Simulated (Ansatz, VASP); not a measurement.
## Two plane-wave programs on PtSe2

```
Pt Se
1.0
     3.72400    0.00000    0.00000
    -1.86200    3.22508    0.00000
     0.00000    0.00000    5.06200
Pt Se
1 2
Direct
  0.00000 0.00000 0.00000
  0.34031 0.68062 0.25000
  0.66667 0.33333 0.75000
```

Change from the starting cell: one atom moved.

Alike in both runs: task single point; functional PBEsol; k mesh 12 × 12 × 8; occupations gaussian, width 0.1 eV; no spin polarisation.

|  | VASP | Ansatz |
| --- | --- | --- |
| version | VASP 6.6.1 | Ansatz 0.2.0 |
| potentials or method | VASP PAW PBE potentials, release 64 (Pt, Se), cutoff 520 eV | scalar-relativistic, plane waves, PAW |
| valence electrons in the cell | 22 | 50 |

```tsv
	VASP	Ansatz	Ansatz less VASP
gap on the k mesh at the Fermi level (eV)	none	none	-
pressure (GPa)	2.3	2.2	-0.11
traceless stress, the component that is largest in VASP (GPa)	-1.13	-1.13	+0.007
rms of the force components (eV/Å)	0.229	0.223	-0.0059
```

VASP's potentials were made for PBE, not for PBEsol. Atom by atom the forces differ by 0.008 eV/Å (rms over components). A gap of «none» marks a metal or a gap that the smearing closes. With one functional, cell and mesh, what is left measures potentials, basis and numerics. VASP's potentials hold 22 valence electrons a cell and Ansatz's 50, so a difference there can come from the potentials and not from the codes.

Neither program's run includes spin-orbit coupling.
